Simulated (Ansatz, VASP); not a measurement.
Two plane-wave programs on FeO

```xyz
2
Lattice="0.0000 2.1373 2.1373 2.1373 0.0000 2.1373 2.1373 2.1373 0.0000" Properties=species:S:1:pos:R:3 pbc="T T T"
Fe    0.0000    0.0000    0.0000
O     2.1373    2.1373    2.1373
```

Change from the starting cell: volume scaled by 0.975, PAW files.

Alike in both runs: task electric field gradients; functional PBE; k mesh 15 × 15 × 15; occupations fermi-dirac, width 0.03 eV; collinear spin.

|  | VASP | Ansatz |
| --- | --- | --- |
| version | VASP 6.6.1 | Ansatz 0.2.0 |
| potentials or method | VASP PAW PBE potentials, release 64 (Fe, O) | PAW with Ansatz's default frozen-core files, scalar-relativistic |
| plane-wave cutoff (eV) | 520 | 420 |
| valence electrons in the cell | 14 | 22 |

```tsv
	VASP	Ansatz	Ansatz less VASP
pressure (GPa)	4.8	4.6	-0.18
net moment per atom (μB)	2.00	2.00	0.000
size of the moment on the site where the two differ most (μB)	3.62	3.44	-0.177
```

Site moments also hang on the region over which each program counts them. With one functional, cell and mesh, what is left measures potentials, basis and numerics. VASP's potentials hold 14 valence electrons a cell and Ansatz's 22, so a difference there can come from the potentials and not from the codes.
